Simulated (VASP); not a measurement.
A run of VASP 6.6.1 is set up as follows.

The input INCAR:

```
SYSTEM = Al2InN3
PREC     = Accurate       ! precision mode
ENCUT    = 520            ! plane-wave cutoff, eV
EDIFF    = 1E-6           ! SCF threshold, eV
ISMEAR   = 0              ! smearing method
SIGMA    = 0.1            ! smearing width, eV
LREAL    = .FALSE.        ! projectors in reciprocal space
LASPH    = .TRUE.         ! aspherical terms in the spheres
NELM     = 150            ! most SCF steps
ALGO     = Normal         ! electronic algorithm
ISIF     = 2              ! what is computed and relaxed
LWAVE    = .FALSE.        ! write WAVECAR
LCHARG   = .FALSE.        ! write CHGCAR
ISPIN    = 2              ! spin polarisation
MAGMOM   = 0 0 0 1 1 1    ! initial moments
LORBIT   = 11             ! projections on sites
GGA      = PE             ! functional
NBANDS   = 30             ! bands
```

Contents of KPOINTS:

```
regular mesh
0
G
  6 6 2
  0 0 0
```

File POSCAR:

```
Al2InN3
1.0
    3.2943083400      0.0000000000      0.0000000000
    0.0000000000      3.2943083400      0.0000000000
    0.0000000000      0.0000000000      8.0305118100
Al In N
2 1 3
Direct
    0.0000000000      0.0000000000      0.0094770000
    0.5000000000      0.5000000000      0.4938240100
    0.5000000000      0.5000000000      0.1658110000
    0.0000000000      0.0000000000      0.6709480300
    0.0000000000      0.0000000000      0.3257620000
    0.5000000000      0.5000000000      0.8341779700
```

Potentials or basis: VASP PAW PBE potentials, release 64 (Al, In_d, N).

Run with:

```sh
$ cat potpaw_PBE.64/Al/POTCAR potpaw_PBE.64/In_d/POTCAR potpaw_PBE.64/N/POTCAR > POTCAR
$ mpirun -np 1 vasp_std > vasp.out
```

Predict the site moments.

Al -0.02, -0.03; In +0.01; N +0.66, +0.05, +0.49 μB.

Estimate the pressure.

-10.9 GPa.

Predict the largest force.

4.440 eV/Å.

Estimate the net moment.

1.63 μB per cell.

Stress tensor (GPa, compression positive):
```
 -7.54   0.00   0.00
  0.00  -7.54   0.00
  0.00   0.00 -17.71
```

Caveat: the k points lie up to 0.39 Å⁻¹ apart; forces of over 1 eV/Å act on the atoms, so gaps and moduli don't describe the material at rest.
